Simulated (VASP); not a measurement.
# Mg (Pm-3m) in VASP: a series of runs

Runs on Mg. Level: PBEsol. Tasks: single point.

Everything below comes from runs of VASP 6.6.1. Logs are shortened: lines on timing, memory, paths and dates and some standing lists are left out, and cuts for length are marked.

### Step 1. The cell of the first run

The structure is cubic, space group Pm-3m (No. 221). Conventional cell: a = 2.724 Å, b = 2.724 Å, c = 2.724 Å, α = 90.00°, β = 90.00°, γ = 90.00°. Mg (site symmetry m-3m) has 6 Mg at 2.72 Å within 3.6 Å.

### Step 2. Single point, PBEsol (volume scaled by 0.75)

The input, INCAR:

```
SYSTEM = Mg
ALGO = Normal
EDIFF = 1E-6
ENCUT = 520
GGA = PS
ISIF = 2
ISMEAR = -1
LASPH = .TRUE.
LCHARG = .FALSE.
LREAL = .FALSE.
LWAVE = .FALSE.
NBANDS = 7
NELM = 100
PREC = Accurate
SIGMA = 0.1
```

The input, KPOINTS:

```
k-points
0
G
  13 13 13
  0 0 0
```

The input, POSCAR:

```
Mg
1.0
    2.7240252233      0.0000000000      0.0000000000
    0.0000000000      2.7240252233      0.0000000000
    0.0000000000      0.0000000000      2.7240252233
Mg
1
Direct
    0.0000000000      0.0000000000      0.0000000000
```

Potentials or basis: VASP PAW PBE potentials, release 64 (Mg).

Launch:

```sh
$ cat potpaw_PBE.64/Mg/POTCAR > POTCAR
$ mpirun -np 1 vasp_std > vasp.out
```

OUTCAR:

```text
SYSTEM = Mg
   EDIFF = 1E-6
   ENCUT = 520
   GGA = PS
   ISIF = 2
   ISMEAR = -1
   LASPH = .TRUE.
   LREAL = .FALSE.
   NELM = 100
   PREC = Accurate

 ion  position               nearest neighbor table
   1  0.000  0.000  0.000-

  LATTYP: Found a simple cubic cell.
 ALAT       =     2.7240252233

  Lattice vectors:

 A1 = (   2.7240252233,   0.0000000000,   0.0000000000)
 A2 = (   0.0000000000,   2.7240252233,   0.0000000000)
 A3 = (   0.0000000000,   0.0000000000,   2.7240252233)

Analysis of symmetry for initial positions (statically):
=====================================================================
 Subroutine PRICEL returns:
 Original cell was already a primitive cell.

 Routine SETGRP: Setting up the symmetry group for a
 simple cubic supercell.

 Subroutine GETGRP returns: Found 48 space group operations
 (whereof 48 operations were pure point group operations)
 out of a pool of 48 trial point group operations.

The static configuration has the point symmetry O_h .

Analysis of symmetry for dynamics (positions and initial velocities):
=====================================================================
 Subroutine PRICEL returns:
 Original cell was already a primitive cell.

 Routine SETGRP: Setting up the symmetry group for a
 simple cubic supercell.

 Subroutine GETGRP returns: Found 48 space group operations
 (whereof 48 operations were pure point group operations)
 out of a pool of 48 trial point group operations.

The dynamic configuration has the point symmetry O_h .

 Subroutine INISYM returns: Found 48 space group operations
 (whereof 48 operations are pure point group operations),
 and found     1 'primitive' translations

----------------------------------------------------------------------------------------

                                     Primitive cell

  volume of cell :      20.2131

  direct lattice vectors                    reciprocal lattice vectors
     2.724025223  0.000000000  0.000000000     0.367103796  0.000000000  0.000000000
     0.000000000  2.724025223  0.000000000     0.000000000  0.367103796  0.000000000
     0.000000000  0.000000000  2.724025223     0.000000000  0.000000000  0.367103796

  length of vectors
     2.724025223  2.724025223  2.724025223     0.367103796  0.367103796  0.367103796

  position of ions in fractional coordinates (direct lattice)
     0.000000000  0.000000000  0.000000000

  ion indices of the primitive-cell ions
   primitive index   ion index
                 1           1

----------------------------------------------------------------------------------------

 KPOINTS: k-points

Automatic generation of k-mesh.
 Grid dimensions read from file:
 generate k-points for:   13   13   13

 Generating k-lattice:

  Cartesian coordinates                     Fractional coordinates (reciprocal lattice)
     0.028238754  0.000000000  0.000000000     0.076923077  0.000000000  0.000000000
     0.000000000  0.028238754  0.000000000     0.000000000  0.076923077  0.000000000
     0.000000000  0.000000000  0.028238754     0.000000000  0.000000000  0.076923077

  Length of vectors
     0.028238754  0.028238754  0.028238754

  Shift w.r.t. Gamma in fractional coordinates (k-lattice)
     0.000000000  0.000000000  0.000000000

 Subroutine IBZKPT returns following result:
 ===========================================

 Found     84 irreducible k-points:

 Following reciprocal coordinates:
            Coordinates               Weight
  0.000000  0.000000  0.000000      1.000000
  0.076923  0.000000  0.000000      6.000000
  0.153846  0.000000  0.000000      6.000000
  0.230769  0.000000  0.000000      6.000000
  0.307692  0.000000  0.000000      6.000000
  0.384615  0.000000  0.000000      6.000000
[... 16 lines left out ...]
  0.307692  0.307692  0.000000     12.000000
  0.384615  0.307692  0.000000     24.000000
 [... further k-points ...]
   k-points           NKPTS =     84   k-points in BZ     NKDIM =     84   number of bands    NBANDS=      7
   number of dos      NEDOS =    301   number of ions     NIONS =      1
   total plane-waves  NPLWV =   8000
   dimension x,y,z NGX =    20 NGY =   20 NGZ =   20
   dimension x,y,z NGXF=    40 NGYF=   40 NGZF=   40
   ions per type =               1
   NGX,Y,Z   is equivalent  to a cutoff of  12.21, 12.21, 12.21 a.u.
   NGXF,Y,Z  is equivalent  to a cutoff of  24.41, 24.41, 24.41 a.u.
 SYSTEM =  Mg
   PREC   = accura    normal or accurate (medium, high low for compatibility)
   ISTART =      0    job   : 0-new  1-cont  2-samecut
   ICHARG =      2    charge: 1-file 2-atom 10-const
   ISPIN  =      1    spin polarized calculation?
   LNONCOLLINEAR =      F non collinear calculations
   LSORBIT =      F    spin-orbit coupling
   LASPH  =      T    aspherical Exc in radial PAW
   ENCUT  =  520.0 eV  38.22 Ry    6.18 a.u.   5.06  5.06  5.06*2*pi/ulx,y,z
   NELM   =    100;   NELMIN=  2; NELMDL= -5     # of ELM steps
   EDIFF  = 0.1E-05   stopping-criterion for ELM
   LREAL  =      F    real-space projection
   EDIFFG = 0.1E-04   stopping-criterion for IOM
   NSW    =      0    number of steps for IOM
   IBRION =     -1    ionic relax: 0-MD 1-quasi-New 2-CG
   NFREE  =      0    steps in history (QN), initial steepest desc. (CG)
   ISIF   =      2    stress and relaxation
   ISYM   =      2    0-nonsym 1-usesym 2-fastsym
   POTIM  = 0.5000    time-step for ionic-motion
   TEBEG  =    0.0;   TEEND  =   0.0 temperature during run
   PSTRESS=    0.0 pullay stress
   NELECT =       2.0000    total number of electrons
   NUPDOWN=      -1.0000    fix difference up-down
   EMIN   =  10.00;   EMAX   =-10.00  energy-range for DOS
   EFERMI =   0.00;   METHOD = LEGACY
   ISMEAR =    -1;   SIGMA  =   0.10  broadening in eV -4-tet -1-fermi 0-gaus
   EFERMI_NEDOS =   21; number of points for ismear=-14 and -15
   IALGO  =     38    algorithm
   IMIX   =      4    mixing-type and parameters
     AMIX     =   0.40;   BMIX     =  1.00
     AMIX_MAG =   1.60;   BMIX_MAG =  1.00
  volume/ion in A,a.u.               =      20.21       136.40
  Fermi-wavevector in a.u.,A,eV,Ry     =   0.757194  1.430889  7.800797  0.573342
  Thomas-Fermi vector in A             =   1.855485
   LORBIT       =      0    0 simple, 1 ext, 2 COOP (PROOUT), +10 PAW based schemes
   GGA     = PS    functional components
   LHFCALC =     F    Hartree Fock is set to
   AEXX    =    0.0000 exact exchange contribution
   IVDW    =     0    specifies the selected vdW correction
   LEPSILON=     F    determine dielectric tensor
   LRPA    =     F    only Hartree local field effects (RPA)
 non-spin polarized calculation
  energy-cutoff  :      520.00
  volume of cell :       20.21
 maximum number of plane-waves:       554
   NGX = 11   NGY = 11   NGZ = 11

 number of electron       2.0000000 magnetization

 Free energy of the ion-electron system (eV)
  ---------------------------------------------------
  ext. energy  EPLUGINS =         0.00000000
  ---------------------------------------------------
  free energy    TOTEN  =        -1.13190081 eV

  energy without entropy =       -1.11647827  energy(sigma->0) =       -1.12418954

 E-fermi :   3.3081     XC(G=0):  -8.9283

 val. band max:        3.2909229131   @ k =   0.4615   0.3077   0.0000
 cond. band min:       3.3802837589   @ k =   0.3846   0.3846   0.3077
 fundamental gap:      0.0893608458
 Fermi energy:         3.3081246226

 k-point     1 :       0.0000    0.0000    0.0000
  band No.  band energies     occupation
      1      -4.2165      2.00000
      2      12.4761      0.00000
      3      12.4761      0.00000
      4      15.1178      0.00000
      5      15.1178      0.00000
      6      15.1178      0.00000
      7      20.8834      0.00000

 k-point     2 :       0.0769    0.0000    0.0000
  band No.  band energies     occupation
      1      -4.0961      2.00000
      2      11.2169      0.00000
      3      12.5823      0.00000
      4      15.2096      0.00000
      5      15.2096      0.00000
      6      16.0905      0.00000
      7      21.4392      0.00000

 k-point     3 :       0.1538    0.0000    0.0000
  band No.  band energies     occupation
      1      -3.7358      2.00000
      2       9.1433      0.00000
      3      12.8975      0.00000
      4      15.4849      0.00000
      5      15.4849      0.00000
      6      17.3467      0.00000
      7      23.0408      0.00000

 k-point     4 :       0.2308    0.0000    0.0000
  band No.  band energies     occupation
      1      -3.1388      2.00000
      2       7.0330      0.00000
      3      13.4081      0.00000
      4      15.9434      0.00000
      5      15.9434      0.00000
      6      18.3795      0.00000
      7      24.6695      0.00000

 k-point     5 :       0.3077    0.0000    0.0000
  band No.  band energies     occupation
      1      -2.3102      2.00000
      2       5.0260      0.00000
      3      14.0798      0.00000
      4      16.5830      0.00000
      5      16.5830      0.00000
      6      19.3364      0.00000
      7      22.8866      0.00000

 k-point     6 :       0.3846    0.0000    0.0000
  band No.  band energies     occupation
      1      -1.2567      2.00000
      2       3.1729      1.58914
      3      14.8233      0.00000
      4      17.3919      0.00000
      5      17.3919      0.00000
      6      20.2364      0.00000
      7      21.3017      0.00000

 k-point     7 :       0.4615    0.0000    0.0000
  band No.  band energies     occupation
      1       0.0108      2.00000
      2       1.5020      2.00000
      3      15.3990      0.00000
      4      18.2779      0.00000
      5      18.2779      0.00000
      6      20.0246      0.00000
      7      20.0246      0.00000

 k-point     8 :       0.0769    0.0769    0.0000
  band No.  band energies     occupation
      1      -3.9758      2.00000
      2      10.9608      0.00000
      3      11.8049      0.00000
      4      15.2845      0.00000
      5      15.3015      0.00000
      6      17.0625      0.00000
      7      21.8850      0.00000

 k-point     9 :       0.1538    0.0769    0.0000
  band No.  band energies     occupation
      1      -3.6160      2.00000
      2       9.1984      0.00000
      3      11.8546      0.00000
      4      15.5709      0.00000
      5      15.5771      0.00000
      6      18.4416      0.00000
      7      23.2748      0.00000

 k-point    10 :       0.2308    0.0769    0.0000
  band No.  band energies     occupation
      1      -3.0198      2.00000
      2       7.1273      0.00000
      3      12.3430      0.00000
      4      16.0328      0.00000
      5      16.0363      0.00000
      6      19.5234      0.00000
      7      22.9103      0.00000

 k-point    11 :       0.3077    0.0769    0.0000
  band No.  band energies     occupation
      1      -2.1923      2.00000
      2       5.1317      0.00000
      3      13.0389      0.00000
      4      16.5883      0.00000
      5      16.6768      0.00000
      6      20.4295      0.00000
      7      21.1512      0.00000
[... 51 lines left out ...]
 k-point    17 :       0.3846    0.1538    0.0000
  band No.  band energies     occupation
      1      -0.7919      2.00000
      2       3.6131      0.09049
      3      11.9798      0.00000
      4      15.6431      0.00000
      5      17.7714      0.00000
      6      19.5192      0.00000
      7      21.5758      0.00000

 k-point    18 :       0.4615    0.1538    0.0000
  band No.  band energies     occupation
      1       0.4672      2.00000
      2       1.9561      2.00000
      3      13.0399      0.00000
      4      14.4551      0.00000
      5      18.6808      0.00000
      6      20.2981      0.00000
      7      20.3036      0.00000

 k-point    19 :       0.2308    0.2308    0.0000
  band No.  band energies     occupation
      1      -2.0740      2.00000
      2       7.3873      0.00000
      3       8.8379      0.00000
      4      16.1599      0.00000
      5      16.7774      0.00000
      6      19.4364      0.00000
      7      23.7741      0.00000

 k-point    20 :       0.3077    0.2308    0.0000
  band No.  band energies     occupation
      1      -1.2553      2.00000
      2       5.9220      0.00000
      3       9.0507      0.00000
      4      15.2791      0.00000
      5      17.4217      0.00000
      6      19.1749      0.00000
      7      23.2505      0.00000

 k-point    21 :       0.3846    0.2308    0.0000
  band No.  band energies     occupation
      1      -0.2147      2.00000
      2       4.1529      0.00043
      3       9.9309      0.00000
      4      13.8477      0.00000
      5      18.2385      0.00000
      6      19.8536      0.00000
      7      21.8767      0.00000

 k-point    22 :       0.4615    0.2308    0.0000
  band No.  band energies     occupation
      1       1.0337      2.00000
      2       2.5183      1.99926
      3      11.0626      0.00000
      4      12.3882      0.00000
      5      19.1680      0.00000
      6      20.6314      0.00000
      7      20.9336      0.00000

 k-point    23 :       0.3077    0.3077    0.0000
  band No.  band energies     occupation
      1      -0.4442      2.00000
      2       6.1693      0.00000
      3       7.5694      0.00000
      4      13.6668      0.00000
      5      18.0654      0.00000
      6      19.6657      0.00000
      7      23.0225      0.00000

 k-point    24 :       0.3846    0.3077    0.0000
  band No.  band energies     occupation
      1       0.5861      2.00000
      2       4.8668      0.00000
      3       8.0056      0.00000
      4      12.0115      0.00000
      5      18.8772      0.00000
      6      20.5883      0.00000
      7      22.1575      0.00000

 [... further k-points ...]
[... 5 lines left out ...]
  --------------------------------------------------------------------------------------
  -------------------------------------------------------------------------------------
  Total        1.5150235      1.5150235      1.5150235     -0.0000000     -0.0000000      0.0000000
  in kB      120.0871591    120.0871591    120.0871591     -0.0000000     -0.0000000      0.0000000
  external PRESSURE =     120.0871591 kB  Pullay stress =       0.0000000 kB

 VOLUME and BASIS-vectors are now :
 -----------------------------------------------------------------------------
  energy-cutoff  :      520.00
  volume of cell :       20.21
      direct lattice vectors                 reciprocal lattice vectors
     2.724025223  0.000000000  0.000000000     0.367103796  0.000000000  0.000000000
     0.000000000  2.724025223  0.000000000     0.000000000  0.367103796  0.000000000
     0.000000000  0.000000000  2.724025223     0.000000000  0.000000000  0.367103796

 POSITION                                       TOTAL-FORCE (eV/Angst)
 -----------------------------------------------------------------------------------
      0.00000      0.00000      0.00000         0.000000      0.000000      0.000000
 -----------------------------------------------------------------------------------
    total drift:                               -0.000000      0.000000      0.000000

  FREE ENERGIE OF THE ION-ELECTRON SYSTEM (eV)
  ---------------------------------------------------
  free  energy   TOTEN  =        -1.1319008089 eV

  energy  without entropy=       -1.1164782695  energy(sigma->0) =       -1.12418954
```

It took 4.5 s on 1 thread of Intel Xeon Platinum 8488C (Sapphire Rapids), shared host; peak memory 0.13 GiB.

Results:

```
Free energy            : -1.1319 eV
Pressure               : 12.0 GPa
Band gap on the k mesh : zero (band 1 reaches 7.74 eV, above the bottom of band 2 at 1.50 eV)
```

Levels at points of the mesh, in eV from the Fermi level:
| k point | band 1 | band 2 | band 3 | band 4 | band 5 |
| --- | --- | --- | --- | --- | --- |
| (0.00, 0.00, 0.00) | -7.52 | 9.17 | 9.17 | 11.81 | 11.81 |

Caveat: the PAW data sets were made with another functional, which shifts forces and pressure a little.

### Step 3. Single point, PBEsol (volume scaled by 0.75)

The input, INCAR:

```
PREC     = Accurate       # precision mode
ENCUT    = 520            # plane-wave cutoff, eV
EDIFF    = 1E-6           # SCF threshold, eV
ISMEAR   = -1             # smearing method
SIGMA    = 0.1            # smearing width, eV
LREAL    = False          # projectors in reciprocal space
LASPH    = True           # aspherical terms in the spheres
NELM     = 100            # most SCF steps
ALGO     = Normal         # electronic algorithm
ISIF     = 2              # what is computed and relaxed
LWAVE    = False          # write WAVECAR
LCHARG   = False          # write CHGCAR
GGA      = PS             # functional
NBANDS   = 7              # bands
```

The input, KPOINTS:

```
regular mesh
0
Gamma
  13 13 13
```

POSCAR is that of step 2.

Potentials or basis: VASP PAW PBE potentials, release 64 (Mg).

Launch:

```sh
$ cat potpaw_PBE.64/Mg/POTCAR > POTCAR
$ mpirun -np 1 vasp_std > vasp.out
```

It took 4.5 s on 1 thread of Intel Xeon Platinum 8488C (Sapphire Rapids), shared host; peak memory 0.13 GiB.

The run converged. Its results:

```yaml
Free_energy: -1.1319 eV
Pressure: 12.0 GPa
Band_gap_on_the_k_mesh: zero (band 1 reaches 7.74 eV, above the bottom of band 2 at 1.50 eV)
```

Levels at points of the mesh, in eV from the Fermi level:
```
           k point  band 1  band 2  band 3  band 4
(0.00, 0.00, 0.00)   -7.52    9.17    9.17   11.81
```

Caveat: the PAW data sets were made with another functional, which shifts forces and pressure a little.

[end of part 1 of 2]
